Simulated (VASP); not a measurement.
# AlCo in VASP: a series of runs

The runs below take AlCo through single point, with PBEsol.

All numbers are computed with VASP 6.6.1; they aren't measurements. Logs are shortened: lines on timing, memory, paths and dates and some standing lists are left out, and cuts for length are marked.

## Step 1: The cell of the first run

It takes space group Pm-3m (No. 221, cubic). The conventional cell has a = 2.878 Å, b = 2.878 Å, c = 2.878 Å, α = 90.00°, β = 90.00°, γ = 90.00°. Al (site symmetry m-3m) has 8 Co at 2.49 Å and 6 Al at 2.88 Å within 3.3 Å. Co (site symmetry m-3m) has 8 Al at 2.49 Å and 6 Co at 2.88 Å within 3.3 Å.

## Step 2: Single point, PBEsol (volume scaled by 1.06)

INCAR

```
SYSTEM = AlCo
PREC     = Accurate       ! precision mode
ENCUT    = 520            ! plane-wave cutoff, eV
EDIFF    = 1E-6           ! SCF threshold, eV
ISMEAR   = 0              ! smearing method
SIGMA    = 0.1            ! smearing width, eV
LREAL    = .False.        ! projectors in reciprocal space
LASPH    = .True.         ! aspherical terms in the spheres
NELM     = 60             ! most SCF steps
ALGO     = Normal         ! electronic algorithm
ISIF     = 2              ! what is computed and relaxed
LWAVE    = .False.        ! write WAVECAR
LCHARG   = .False.        ! write CHGCAR
GGA      = PS             ! functional
NBANDS   = 13             ! bands
```

KPOINTS

```
Automatic mesh
0
Gamma
  14 14 14
  0 0 0
```

POSCAR

```
AlCo
1.0
    2.8779444046      0.0000000000      0.0000000000
    0.0000000000      2.8779444046      0.0000000000
    0.0000000000      0.0000000000      2.8779444046
Al Co
1 1
Direct
    0.0000000000      0.0000000000      0.0000000000
    0.5000000000      0.5000000000      0.5000000000
```

Potentials or basis: VASP PAW PBE potentials, release 64 (Al, Co).

The run is started by

```bash
cat potpaw_PBE.64/Al/POTCAR potpaw_PBE.64/Co/POTCAR > POTCAR
mpirun -np 1 vasp_std > vasp.out
```

OUTCAR:

```text
SYSTEM = AlCo
   PREC = Accurate
   ENCUT = 520
   EDIFF = 1E-6
   ISMEAR = 0
   LREAL = .False.
   LASPH = .True.
   NELM = 60
   ISIF = 2
   GGA = PS

 ion  position               nearest neighbor table
   1  0.000  0.000  0.000-   2 2.49   2 2.49   2 2.49   2 2.49   2 2.49   2 2.49   2 2.49   2 2.49

   2  0.500  0.500  0.500-   1 2.49   1 2.49   1 2.49   1 2.49   1 2.49   1 2.49   1 2.49   1 2.49

  LATTYP: Found a simple cubic cell.
 ALAT       =     2.8779444046

  Lattice vectors:

 A1 = (   2.8779444046,   0.0000000000,   0.0000000000)
 A2 = (   0.0000000000,   2.8779444046,   0.0000000000)
 A3 = (   0.0000000000,   0.0000000000,   2.8779444046)

Analysis of symmetry for initial positions (statically):
=====================================================================
 Subroutine PRICEL returns:
 Original cell was already a primitive cell.

 Routine SETGRP: Setting up the symmetry group for a
 simple cubic supercell.

 Subroutine GETGRP returns: Found 48 space group operations
 (whereof 48 operations were pure point group operations)
 out of a pool of 48 trial point group operations.

The static configuration has the point symmetry O_h .

Analysis of symmetry for dynamics (positions and initial velocities):
=====================================================================
 Subroutine PRICEL returns:
 Original cell was already a primitive cell.

 Routine SETGRP: Setting up the symmetry group for a
 simple cubic supercell.

 Subroutine GETGRP returns: Found 48 space group operations
 (whereof 48 operations were pure point group operations)
 out of a pool of 48 trial point group operations.

The dynamic configuration has the point symmetry O_h .

 Subroutine INISYM returns: Found 48 space group operations
 (whereof 48 operations are pure point group operations),
 and found     1 'primitive' translations

----------------------------------------------------------------------------------------

                                     Primitive cell

  volume of cell :      23.8368

  direct lattice vectors                    reciprocal lattice vectors
     2.877944405  0.000000000  0.000000000     0.347470229  0.000000000  0.000000000
     0.000000000  2.877944405  0.000000000     0.000000000  0.347470229  0.000000000
     0.000000000  0.000000000  2.877944405     0.000000000  0.000000000  0.347470229

  length of vectors
     2.877944405  2.877944405  2.877944405     0.347470229  0.347470229  0.347470229

  position of ions in fractional coordinates (direct lattice)
[... 91 lines left out ...]
   NUPDOWN=      -1.0000    fix difference up-down
   EMIN   =  10.00;   EMAX   =-10.00  energy-range for DOS
   EFERMI =   0.00;   METHOD = LEGACY
   ISMEAR =     0;   SIGMA  =   0.10  broadening in eV -4-tet -1-fermi 0-gaus
   EFERMI_NEDOS =   21; number of points for ismear=-14 and -15
   IALGO  =     38    algorithm
   IMIX   =      4    mixing-type and parameters
     AMIX     =   0.40;   BMIX     =  1.00
     AMIX_MAG =   1.60;   BMIX_MAG =  1.00
  volume/ion in A,a.u.               =      11.92        80.43
  Fermi-wavevector in a.u.,A,eV,Ry     =   1.302325  2.461038 23.076181  1.696051
  Thomas-Fermi vector in A             =   2.433401
   LORBIT       =      0    0 simple, 1 ext, 2 COOP (PROOUT), +10 PAW based schemes
   GGA     = PS    functional components
   LHFCALC =     F    Hartree Fock is set to
   AEXX    =    0.0000 exact exchange contribution
   IVDW    =     0    specifies the selected vdW correction
   LEPSILON=     F    determine dielectric tensor
   LRPA    =     F    only Hartree local field effects (RPA)
 non-spin polarized calculation
 Gauss-broadening in eV      SIGMA  =   0.10
  energy-cutoff  :      520.00
  volume of cell :       23.84
 maximum number of plane-waves:       660
 NGX is ok and might be reduce to    24

 number of electron      12.0000001 magnetization

 Free energy of the ion-electron system (eV)
  ---------------------------------------------------
  ext. energy  EPLUGINS =         0.00000000
  ---------------------------------------------------
  free energy    TOTEN  =       -13.04065132 eV

  energy without entropy =      -13.03697367  energy(sigma->0) =      -13.03881249

 E-fermi :  10.0564     XC(G=0): -12.2410

 val. band max:       10.0482458510   @ k =   0.5000   0.3571   0.0714
 cond. band min:      10.1166643875   @ k =   0.5000   0.2857   0.0000
 fundamental gap:      0.0684185365
 Fermi energy:        10.0563562485

 k-point     1 :       0.0000    0.0000    0.0000
  band No.  band energies     occupation
      1      -0.8098      2.00000
      2       7.2059      2.00000
      3       7.2059      2.00000
      4       9.2751      2.00000
      5       9.2751      2.00000
      6       9.2751      2.00000
      7      15.8766      0.00000
      8      15.8766      0.00000
      9      15.8766      0.00000
     10      18.6937      0.00000
     11      18.6937      0.00000
     12      24.6320      0.00000
     13      31.2940      0.00000
[... 354 lines left out ...]
  band No.  band energies     occupation
      1       2.2301      2.00000
      2       6.1087      2.00000
      3       7.6317      2.00000
      4       8.2940      2.00000
      5       8.6382      2.00000
      6       9.0442      2.00000
      7      10.6783      0.00000
      8      14.4035      0.00000
      9      18.3203      0.00000
     10      19.6402      0.00000
     11      21.9528      0.00000
     12      24.2836      0.00000
     13      26.5596      0.00000

 [... further k-points ...]

------------------------ aborting loop because EDIFF is reached ----------------------------------------

  FORCE on cell =-STRESS in cart. coord.  units (eV):
  Direction    XX          YY          ZZ          XY          YZ          ZX
  --------------------------------------------------------------------------------------
  -------------------------------------------------------------------------------------
  Total       -1.4661873     -1.4661873     -1.4661873      0.0000000     -0.0000000     -0.0000000
  in kB      -98.5491360    -98.5491360    -98.5491360      0.0000000     -0.0000000     -0.0000000
  external PRESSURE =     -98.5491360 kB  Pullay stress =       0.0000000 kB

 VOLUME and BASIS-vectors are now :
 -----------------------------------------------------------------------------
  energy-cutoff  :      520.00
  volume of cell :       23.84
      direct lattice vectors                 reciprocal lattice vectors
     2.877944405  0.000000000  0.000000000     0.347470229  0.000000000  0.000000000
     0.000000000  2.877944405  0.000000000     0.000000000  0.347470229  0.000000000
     0.000000000  0.000000000  2.877944405     0.000000000  0.000000000  0.347470229

 POSITION                                       TOTAL-FORCE (eV/Angst)
 -----------------------------------------------------------------------------------
      0.00000      0.00000      0.00000         0.000000      0.000000      0.000000
      1.43897      1.43897      1.43897         0.000000      0.000000      0.000000
 -----------------------------------------------------------------------------------
    total drift:                                0.000000      0.000000     -0.000000

  FREE ENERGIE OF THE ION-ELECTRON SYSTEM (eV)
  ---------------------------------------------------
  free  energy   TOTEN  =       -13.0406513207 eV

  energy  without entropy=      -13.0369736671  energy(sigma->0) =      -13.03881249
```

Wall time 13 s (1 thread of Intel Xeon Platinum 8488C (Sapphire Rapids), shared host); peak memory 0.17 GiB.

What came out:

```
Free energy            : -13.0407 eV
Pressure               : -9.9 GPa
Band gap on the k mesh : zero (band 6 reaches 12.43 eV, above the bottom of band 7 at 9.81 eV)
```

Caveat: the PAW data sets were made with another functional, which shifts forces and pressure a little. Spin polarisation is off, so any magnetic state and its effect on volume and gap are missing.

## Step 3: Single point, PBEsol

This run uses another cell than the first one: it holds 6 atoms, not 2.

INCAR

```
SYSTEM = AlCo
PREC = Accurate ; ENCUT = 520
EDIFF = 1E-6 ; ISMEAR = 0
SIGMA = 0.15 ; LREAL = .False.
LASPH = .True. ; NELM = 80
ALGO = Fast ; ISIF = 2
LWAVE = .False. ; LCHARG = .False.
GGA = PS ; NBANDS = 27
```

KPOINTS

```
Automatic mesh
0
Gamma
  21 21 7
  0 0 0
```

POSCAR

```
AlCo
1.0
    0.0000000000     -2.8225855369      0.0000000000
    0.0000000000      0.0000000000     -2.8225855369
    8.4677566106      0.0000000000      0.0000000000
Al Co
3 3
Direct
    1.0000000000      1.0000000000      0.3333333333
    1.0000000000      1.0000000000      0.6666666667
    1.0000000000      1.0000000000      0.0000000000
    0.5000000000      0.5000000000      0.1666666667
    0.5000000000      0.5000000000      0.5000000000
    0.5000000000      0.5000000000      0.8333333333
```

Potentials or basis: VASP PAW PBE potentials, release 64 (Al, Co).

The run is started by

```bash
cat potpaw_PBE.64/Al/POTCAR potpaw_PBE.64/Co/POTCAR > POTCAR
mpirun -np 1 vasp_std > vasp.out
```

It took 19 min on 1 thread of AMD EPYC 7R13, shared host; peak memory 0.46 GiB.

Results (log left out):

- Free energy: -39.2576 eV
- Pressure: 0.1 GPa
- Band gap on the k mesh: zero (band 18 reaches 11.69 eV, above the bottom of band 19 at 10.59 eV)

Levels at points of the mesh, in eV from the Fermi level:
| k point | band 14 | band 15 | band 16 | band 17 | band 18 | band 19 | band 20 | band 21 | band 22 | band 23 |
| --- | --- | --- | --- | --- | --- | --- | --- | --- | --- | --- |
| (0.00, 0.00, 0.00) | -0.84 | -0.84 | -0.84 | -0.75 | -0.75 | 0.67 | 0.67 | 6.13 | 6.13 | 6.13 |

Caveat: the PAW data sets were made with another functional, which shifts forces and pressure a little.

(Part 1 of 2 ends here.)
